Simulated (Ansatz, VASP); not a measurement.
**SiB4N in VASP and in Ansatz**

```
Si B N
1.0
     0.00000    2.79494    2.79494
     2.79494    0.00000    2.79494
     2.79494    2.79494    0.00000
Si B N
1 4 1
Cartesian
  0.0000 0.0000 0.0000
  2.1004 3.4895 3.4895
  2.1004 2.1004 2.1004
  3.4895 2.1004 3.4895
  3.4895 3.4895 2.1004
  4.1924 4.1924 4.1924
```

Change from the starting cell: species swapped into the HfZrMo4 type (F-43m, No. 216).

Alike in both runs: functional PBE; k mesh 6 × 6 × 6; occupations gaussian, width 0.1 eV; no spin polarisation.

Ansatz relaxed the structure, and its values are those at the end. VASP's run is a single point on that final structure, the one shown.

|  | VASP | Ansatz |
| --- | --- | --- |
| version | VASP 6.6.1 | Ansatz 0.2.0 |
| potentials or method | VASP PAW PBE potentials, release 64 (Si, B, N), cutoff 520 eV | scalar-relativistic, plane waves, PAW |
| valence electrons in the cell | 21 | 21 |

|  | VASP | Ansatz | Ansatz less VASP |
| --- | --- | --- | --- |
| gap on the k mesh at the Fermi level (eV) | none | none | - |
| pressure (GPa) | -0.4 | -0.3 | +0.10 |
| rms of the force components (eV/Å) | 0.003 | 0.004 | +0.0007 |

A gap of «none» marks a metal or a gap that the smearing closes. The functional is the same, so the differences come from potentials, cutoffs and numerics.
